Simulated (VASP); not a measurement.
# LiCl in VASP: a series of runs

Runs on LiCl. Level: LDA. Tasks: single point.

Program: VASP 6.6.1. These are calculated values, not measurements. Logs are shortened: lines on timing, memory, paths and dates and some standing lists are left out, and cuts for length are marked.

### 1 The cell of the first run

Symmetry: Fm-3m, No. 225, cubic system. Conventional cell: a = 5.130 Å, b = 5.130 Å, c = 5.130 Å, α = 90.00°, β = 90.00°, γ = 90.00°. Cl (site symmetry m-3m) has 6 Li at 2.56 Å within 3.4 Å. Within 3.4 Å of Li (site symmetry m-3m) lie 6 Cl at 2.56 Å.

### 2 Single point, LDA

File INCAR:

```
SYSTEM = LiCl
PREC = Accurate
ENCUT = 520
EDIFF = 1E-6
ISMEAR = -1
SIGMA = 0.02
LREAL = .FALSE.
LASPH = .TRUE.
NELM = 60
ALGO = Normal
ISIF = 2
LWAVE = .FALSE.
LCHARG = .FALSE.
NBANDS = 12
```

File KPOINTS:

```
regular mesh
0
G
  14 14 14
  0 0 0
```

File POSCAR:

```
LiCl
1.0
    0.0000000000      2.5647700000      2.5647700000
    2.5647700000      0.0000000000      2.5647700000
    2.5647700000      2.5647700000      0.0000000000
Cl Li
1 1
Direct
    0.5000000000      0.5000000000      0.5000000000
    0.0000000000      0.0000000000      0.0000000000
```

Potentials or basis: VASP PAW LDA potentials, release 64 (Cl, Li_sv).

Started as:

```console
$ cat potpaw_LDA.64/Cl/POTCAR potpaw_LDA.64/Li_sv/POTCAR > POTCAR
$ mpirun -np 1 vasp_std > vasp.out
```

OUTCAR:

```text
SYSTEM = LiCl
   PREC = Accurate
   ENCUT = 520
   EDIFF = 1E-6
   ISMEAR = -1
   LREAL = .FALSE.
   LASPH = .TRUE.
   NELM = 60
   ISIF = 2

 ion  position               nearest neighbor table
   1  0.500  0.500  0.500-   2 2.56   2 2.56   2 2.56   2 2.56   2 2.56   2 2.56
   2  0.000  0.000  0.000-   1 2.56   1 2.56   1 2.56   1 2.56   1 2.56   1 2.56

  LATTYP: Found a face centered cubic cell.
 ALAT       =     5.1295400000

  Lattice vectors:

 A1 = (   0.0000000000,   2.5647700000,   2.5647700000)
 A2 = (   2.5647700000,   0.0000000000,   2.5647700000)
 A3 = (   2.5647700000,   2.5647700000,   0.0000000000)

Analysis of symmetry for initial positions (statically):
=====================================================================
 Subroutine PRICEL returns:
 Original cell was already a primitive cell.

 Routine SETGRP: Setting up the symmetry group for a
 face centered cubic supercell.

 Subroutine GETGRP returns: Found 48 space group operations
 (whereof 48 operations were pure point group operations)
 out of a pool of 48 trial point group operations.

The static configuration has the point symmetry O_h .

Analysis of symmetry for dynamics (positions and initial velocities):
=====================================================================
 Subroutine PRICEL returns:
 Original cell was already a primitive cell.

 Routine SETGRP: Setting up the symmetry group for a
 face centered cubic supercell.

 Subroutine GETGRP returns: Found 48 space group operations
 (whereof 48 operations were pure point group operations)
 out of a pool of 48 trial point group operations.

The dynamic configuration has the point symmetry O_h .

 Subroutine INISYM returns: Found 48 space group operations
 (whereof 48 operations are pure point group operations),
 and found     1 'primitive' translations

----------------------------------------------------------------------------------------

                                     Primitive cell

  volume of cell :      33.7423

  direct lattice vectors                    reciprocal lattice vectors
     0.000000000  2.564770000  2.564770000    -0.194949255  0.194949255  0.194949255
     2.564770000  0.000000000  2.564770000     0.194949255 -0.194949255  0.194949255
     2.564770000  2.564770000  0.000000000     0.194949255  0.194949255 -0.194949255

  length of vectors
     3.627132518  3.627132518  3.627132518     0.337662014  0.337662014  0.337662014

  position of ions in fractional coordinates (direct lattice)
     0.500000000  0.500000000  0.500000000
     0.000000000  0.000000000  0.000000000

  ion indices of the primitive-cell ions
   primitive index   ion index
                 1           1
                 2           2

----------------------------------------------------------------------------------------

 KPOINTS: regular mesh

Automatic generation of k-mesh.
 Grid dimensions read from file:
 generate k-points for:   14   14   14

 Generating k-lattice:

  Cartesian coordinates                     Fractional coordinates (reciprocal lattice)
    -0.013924947  0.013924947  0.013924947     0.071428571  0.000000000  0.000000000
     0.013924947 -0.013924947  0.013924947     0.000000000  0.071428571  0.000000000
     0.013924947  0.013924947 -0.013924947     0.000000000  0.000000000  0.071428571

  Length of vectors
     0.024118715  0.024118715  0.024118715

  Shift w.r.t. Gamma in fractional coordinates (k-lattice)
     0.000000000  0.000000000  0.000000000

 Subroutine IBZKPT returns following result:
 ===========================================

 Found    104 irreducible k-points:

 Following reciprocal coordinates:
            Coordinates               Weight
  0.000000  0.000000  0.000000      1.000000
  0.071429  0.000000  0.000000      8.000000
  0.142857  0.000000  0.000000      8.000000
  0.214286  0.000000  0.000000      8.000000
  0.285714  0.000000  0.000000      8.000000
  0.357143  0.000000  0.000000      8.000000
[... 16 lines left out ...]
  0.214286  0.142857  0.000000     24.000000
  0.285714  0.142857  0.000000     24.000000
 [... further k-points ...]
   k-points           NKPTS =    104   k-points in BZ     NKDIM =    104   number of bands    NBANDS=     12
   number of dos      NEDOS =    301   number of ions     NIONS =      2
   total plane-waves  NPLWV =  21952
   dimension x,y,z NGX =    28 NGY =   28 NGZ =   28
   dimension x,y,z NGXF=    56 NGYF=   56 NGZF=   56
   ions per type =               1   1
   NGX,Y,Z   is equivalent  to a cutoff of  12.83, 12.83, 12.83 a.u.
   NGXF,Y,Z  is equivalent  to a cutoff of  25.67, 25.67, 25.67 a.u.
 SYSTEM =  LiCl
   PREC   = accura    normal or accurate (medium, high low for compatibility)
   ISTART =      0    job   : 0-new  1-cont  2-samecut
   ICHARG =      2    charge: 1-file 2-atom 10-const
   ISPIN  =      1    spin polarized calculation?
   LNONCOLLINEAR =      F non collinear calculations
   LSORBIT =      F    spin-orbit coupling
   LASPH  =      T    aspherical Exc in radial PAW
   ENCUT  =  520.0 eV  38.22 Ry    6.18 a.u.   6.74  6.74  6.74*2*pi/ulx,y,z
   NELM   =     60;   NELMIN=  2; NELMDL= -5     # of ELM steps
   EDIFF  = 0.1E-05   stopping-criterion for ELM
   LREAL  =      F    real-space projection
   EDIFFG = 0.1E-04   stopping-criterion for IOM
   NSW    =      0    number of steps for IOM
   IBRION =     -1    ionic relax: 0-MD 1-quasi-New 2-CG
   NFREE  =      0    steps in history (QN), initial steepest desc. (CG)
   ISIF   =      2    stress and relaxation
   ISYM   =      2    0-nonsym 1-usesym 2-fastsym
   POTIM  = 0.5000    time-step for ionic-motion
   TEBEG  =    0.0;   TEEND  =   0.0 temperature during run
   PSTRESS=    0.0 pullay stress
   NELECT =      10.0000    total number of electrons
   NUPDOWN=      -1.0000    fix difference up-down
   EMIN   =  10.00;   EMAX   =-10.00  energy-range for DOS
   EFERMI =   0.00;   METHOD = LEGACY
   ISMEAR =    -1;   SIGMA  =   0.02  broadening in eV -4-tet -1-fermi 0-gaus
   EFERMI_NEDOS =   21; number of points for ismear=-14 and -15
   IALGO  =     38    algorithm
   IMIX   =      4    mixing-type and parameters
     AMIX     =   0.40;   BMIX     =  1.00
     AMIX_MAG =   1.60;   BMIX_MAG =  1.00
  volume/ion in A,a.u.               =      16.87       113.85
  Fermi-wavevector in a.u.,A,eV,Ry     =   1.091482  2.062601 16.209056  1.191332
  Thomas-Fermi vector in A             =   2.227728
   LORBIT       =      0    0 simple, 1 ext, 2 COOP (PROOUT), +10 PAW based schemes
   GGA     = CA    functional components
   LHFCALC =     F    Hartree Fock is set to
   AEXX    =    0.0000 exact exchange contribution
   IVDW    =     0    specifies the selected vdW correction
   LEPSILON=     F    determine dielectric tensor
   LRPA    =     F    only Hartree local field effects (RPA)
 non-spin polarized calculation
  energy-cutoff  :      520.00
  volume of cell :       33.74
 maximum number of plane-waves:       934
   NGX = 13   NGY = 13   NGZ = 13

 number of electron      10.0000004 magnetization

 Free energy of the ion-electron system (eV)
  ---------------------------------------------------
  ext. energy  EPLUGINS =         0.00000000
  ---------------------------------------------------
  free energy    TOTEN  =        -8.06205447 eV

  energy without entropy =       -8.06205447  energy(sigma->0) =       -8.06205447

 E-fermi :   1.0480     XC(G=0):  -9.1648

 val. band max:        0.4575653716   @ k =  -0.0714   0.0714   0.0000
 cond. band min:       6.4578851279   @ k =   0.0000   0.0000   0.0000
 fundamental gap:      6.0003197563
 Fermi energy:         1.0479710474

 k-point     1 :       0.0000    0.0000    0.0000
  band No.  band energies     occupation
      1     -42.0164      2.00000
      2     -12.8729      2.00000
      3       0.4530      2.00000
      4       0.4530      2.00000
      5       0.4530      2.00000
      6       6.4579      0.00000
      7      12.1887      0.00000
      8      12.1887      0.00000
      9      12.1887      0.00000
     10      14.5623      0.00000
     11      14.5623      0.00000
     12      14.5624      0.00000

 k-point     2 :       0.0714    0.0000    0.0000
  band No.  band energies     occupation
      1     -42.0163      2.00000
      2     -12.8469      2.00000
      3       0.2579      2.00000
      4       0.4387      2.00000
      5       0.4387      2.00000
      6       6.6343      0.00000
      7      11.8085      0.00000
      8      12.2104      0.00000
      9      12.2104      0.00000
     10      13.6740      0.00000
     11      13.6740      0.00000
     12      14.7932      0.00000

 k-point     3 :       0.1429    0.0000    0.0000
  band No.  band energies     occupation
      1     -42.0158      2.00000
      2     -12.7726      2.00000
      3      -0.2376      2.00000
      4       0.3994      2.00000
      5       0.3994      2.00000
      6       7.0253      0.00000
      7      11.2293      0.00000
      8      11.9149      0.00000
      9      11.9149      0.00000
     10      13.3362      0.00000
     11      13.3362      0.00000
     12      15.1294      0.00000
[... 286 lines left out ...]
 k-point    23 :       0.2143    0.1429    0.0000
  band No.  band energies     occupation
      1     -42.0152      2.00000
      2     -12.6527      2.00000
      3      -0.6001      2.00000
      4       0.1059      2.00000
      5       0.1437      2.00000
      6       7.8192      0.00000
      7      10.4994      0.00000
      8      10.6691      0.00000
      9      12.1640      0.00000
     10      12.5691      0.00000
     11      15.2214      0.00000
     12      16.3313      0.00000

 k-point    24 :       0.2857    0.1429    0.0000
  band No.  band energies     occupation
      1     -42.0145      2.00000
      2     -12.5383      2.00000
      3      -1.1446      2.00000
      4       0.0209      2.00000
      5       0.0603      2.00000
      6       8.0970      0.00000
      7      10.1245      0.00000
      8      10.4010      0.00000
      9      11.7214      0.00000
     10      13.2063      0.00000
     11      15.6629      0.00000
     12      16.7711      0.00000

 [... further k-points ...]

------------------------ aborting loop because EDIFF is reached ----------------------------------------

  FORCE on cell =-STRESS in cart. coord.  units (eV):
  Direction    XX          YY          ZZ          XY          YZ          ZX
  --------------------------------------------------------------------------------------
  -------------------------------------------------------------------------------------
  Total       -0.6964309     -0.6964309     -0.6964309     -0.0000000      0.0000000     -0.0000000
  in kB      -33.0684134    -33.0684134    -33.0684134     -0.0000000      0.0000000     -0.0000000
  external PRESSURE =     -33.0684134 kB  Pullay stress =       0.0000000 kB

 VOLUME and BASIS-vectors are now :
 -----------------------------------------------------------------------------
  energy-cutoff  :      520.00
  volume of cell :       33.74
      direct lattice vectors                 reciprocal lattice vectors
     0.000000000  2.564770000  2.564770000    -0.194949255  0.194949255  0.194949255
     2.564770000  0.000000000  2.564770000     0.194949255 -0.194949255  0.194949255
     2.564770000  2.564770000  0.000000000     0.194949255  0.194949255 -0.194949255

 POSITION                                       TOTAL-FORCE (eV/Angst)
 -----------------------------------------------------------------------------------
      2.56477      2.56477      2.56477         0.000000      0.000000     -0.000000
      0.00000      0.00000      0.00000        -0.000000     -0.000000      0.000000
 -----------------------------------------------------------------------------------
    total drift:                                0.000000      0.000000      0.000000

  FREE ENERGIE OF THE ION-ELECTRON SYSTEM (eV)
  ---------------------------------------------------
  free  energy   TOTEN  =        -8.0620544722 eV

  energy  without entropy=       -8.0620544722  energy(sigma->0) =       -8.06205447
```

It took 13 s on 1 thread of Intel Xeon 6975P-C (Granite Rapids), shared host; peak memory 0.15 GiB.

What came out:

```yaml
Free_energy: -8.0621 eV
Band_gap_on_the_k_mesh: 6.00 eV
```

Levels at points of the mesh, in eV from the valence-band top:
```csv
k point,band 3,band 4,band 5,band 6,band 7,band 8
"(0.00, 0.00, 0.00)",0.00,0.00,0.00,6.00,11.73,11.73
"(0.50, 0.00, 0.00)",-2.90,-0.26,-0.26,6.41,9.21,9.21
"(0.50, 0.50, 0.00)",-3.00,-1.14,-1.14,7.63,8.00,12.09
```

Caveat: the cutoff is under 1.25 times the usual one of these potentials, so pressure, stress and relaxed cells hold a basis-set (Pulay) error. A k mesh can miss the band edges.

### 3 Single point, LDA

This run uses another cell than the first one, of 17.38 Å³/atom.

File INCAR:

```
  PREC = Accurate
  ENCUT = 520
  EDIFF = 1E-6
  ISMEAR = -1
  SIGMA = 0.02
  LREAL = F
  LASPH = T
  NELM = 60
  ALGO = Normal
  ISIF = 2
  LWAVE = F
  LCHARG = T
  LELF = T
  LVHAR = T
  NBANDS = 12
```

File KPOINTS:

```
Automatic mesh
0
Gamma
  14 14 14
```

File POSCAR:

```
LiCl
1.0
    0.0000000000      2.5901654140      2.5901654140
    2.5901654140      0.0000000000      2.5901654140
    2.5901654140      2.5901654140      0.0000000000
Cl Li
1 1
Direct
    0.5000000000      0.5000000000      0.5000000000
    0.0000000000      0.0000000000      0.0000000000
```

Potentials or basis: VASP PAW LDA potentials, release 64 (Cl, Li_sv).

Started as:

```console
$ cat potpaw_LDA.64/Cl/POTCAR potpaw_LDA.64/Li_sv/POTCAR > POTCAR
$ mpirun -np 1 vasp_std > vasp.out
```

It took 14 s on 1 thread of Intel Xeon 6975P-C (Granite Rapids), shared host; peak memory 0.15 GiB.

Results (log left out):

| Property | Result |
| --- | --- |
| Free energy | -8.0394 eV |
| Band gap on the k mesh | 5.83 eV |

Levels at points of the mesh, in eV from the valence-band top:
```csv
k point,band 3,band 4,band 5,band 6,band 7,band 8
"(0.00, 0.00, 0.00)",0.00,0.00,0.00,5.83,11.70,11.70
"(0.50, 0.00, 0.00)",-2.78,-0.25,-0.25,6.37,9.19,9.19
"(0.50, 0.50, 0.00)",-2.87,-1.09,-1.09,7.56,8.04,11.84
```

Caveat: the cutoff is under 1.25 times the usual one of these potentials, so pressure, stress and relaxed cells hold a basis-set (Pulay) error. LDA gaps usually lie below the measured ones, often by a third to a half.

### 4 Single point, LDA

This run uses another cell than the first one, of 17.88 Å³/atom.

File INCAR:

```
SYSTEM = LiCl
PREC = Accurate ; ENCUT = 520
EDIFF = 1E-7 ; ISMEAR = -1
SIGMA = 0.02 ; LREAL = .FALSE.
LASPH = .TRUE. ; NELM = 60
ALGO = Normal ; ISIF = 2
LWAVE = .FALSE. ; LCHARG = .FALSE.
GGA = CA ; NBANDS = 12
```

File KPOINTS:

```
Automatic mesh
0
G
  14 14 14
  0 0 0
```

File POSCAR:

```
LiCl
1.0
    0.0000000000      2.6150723786      2.6150723786
    2.6150723786      0.0000000000      2.6150723786
    2.6150723786      2.6150723786      0.0000000000
Cl Li
1 1
Direct
    0.5000000000      0.5000000000      0.5000000000
    0.0000000000      0.0000000000      0.0000000000
```

Started as:

```console
$ cat potpaw_LDA.64/Cl/POTCAR potpaw_LDA.64/Li_sv/POTCAR > POTCAR
$ mpirun -np 1 vasp_std > vasp.out
```

It took 15 s on 1 thread of Intel Xeon 6975P-C (Granite Rapids), shared host; peak memory 0.16 GiB.

It converged, with:

```
Free energy            : -8.0126 eV
Band gap on the k mesh : 5.68 eV
```

Levels at points of the mesh, in eV from the valence-band top:
| k point | band 1 | band 2 | band 3 | band 4 | band 5 | band 6 | band 7 | band 8 | band 9 | band 10 |
| --- | --- | --- | --- | --- | --- | --- | --- | --- | --- | --- |
| (0.00, 0.00, 0.00) | -42.58 | -13.13 | 0.00 | 0.00 | 0.00 | 5.68 | 11.67 | 11.67 | 11.67 | 13.77 |
| (0.50, 0.00, 0.00) | -42.57 | -12.62 | -2.67 | -0.24 | -0.24 | 6.34 | 9.17 | 9.17 | 12.08 | 16.13 |
| (0.50, 0.50, 0.00) | -42.57 | -12.40 | -2.74 | -1.04 | -1.04 | 7.50 | 8.07 | 11.61 | 13.29 | 13.29 |

Caveat: the cutoff is under 1.25 times the usual one of these potentials, so pressure, stress and relaxed cells hold a basis-set (Pulay) error.

### 5 Single point, LDA

File INCAR:

```
SYSTEM = LiCl
PREC = Accurate
ENCUT = 520
EDIFF = 1E-6
ISMEAR = -1
SIGMA = 0.02
LREAL = .False.
LASPH = .True.
NELM = 100
ALGO = Normal
ISIF = 2
LWAVE = .False.
LCHARG = .True.
GGA = CA
LELF = .True.
LVHAR = .True.
NBANDS = 12
```

File KPOINTS:

```
regular mesh
0
Gamma
  14 14 14
  0 0 0
```

File POSCAR:

```
LiCl
1.0
    0.0000000000      2.5647700000      2.5647700000
    2.5647700000      0.0000000000      2.5647700000
    2.5647700000      2.5647700000      0.0000000000
Cl Li
1 1
Direct
    0.5194949255      0.5194949255      0.4805050745
    0.0000000000      0.0000000000      0.0000000000
```

Started as:

```console
$ cat potpaw_LDA.64/Cl/POTCAR potpaw_LDA.64/Li_sv/POTCAR > POTCAR
$ mpirun -np 1 vasp_std > vasp.out
```

It took 31 s on 1 thread of Intel Xeon 6975P-C (Granite Rapids), shared host; peak memory 0.2 GiB.

The run converged. Its results:

```yaml
Free_energy: -8.0591 eV
Largest_force: 0.062 eV/Å
Band_gap_on_the_k_mesh: 5.99 eV
```

Forces in eV/Å, atoms in the order of the input:
```
Cl   0.000  0.000 -0.062
Li   0.000  0.000  0.062
```

Levels at points of the mesh, in eV from the valence-band top:
```tsv
k point	band 3	band 4	band 5	band 6	band 7	band 8
(0.00, 0.00, 0.00)	-0.02	0.00	0.00	5.99	11.67	11.67
(0.50, 0.00, 0.00)	-2.90	-0.28	-0.27	6.41	9.21	9.23
(0.50, 0.50, 0.00)	-3.00	-1.15	-1.15	7.62	8.00	12.14
(0.00, 0.50, 0.50)	-3.00	-1.15	-1.14	7.62	7.97	12.09
```

Caveat: the cutoff is under 1.25 times the usual one of these potentials, so pressure, stress and relaxed cells hold a basis-set (Pulay) error.

### 6 Overview

```tsv
cell	gap on the mesh (eV)
a = 3.627 Å, angles 60.0°, 2 atoms, atomic positions A	6.00
a = 3.663 Å, angles 60.0°, 2 atoms, atomic positions A	5.83
a = 3.698 Å, angles 60.0°, 2 atoms, atomic positions A	5.68
a = 3.627 Å, angles 60.0°, 2 atoms, atomic positions B	5.99
```

Alike in all rows: task single point; level LDA; potentials or basis VASP PAW LDA potentials, release 64 (Cl, Li_sv); no spin polarisation; k mesh 14 × 14 × 14; cutoff (eV) 520; smearing fermi-dirac 0.02 eV.

Caveats: the cutoff is under 1.25 times the usual one of these potentials, so pressure, stress and relaxed cells hold a basis-set (Pulay) error.

Absolute energies hang on the potentials; compare differences alone.
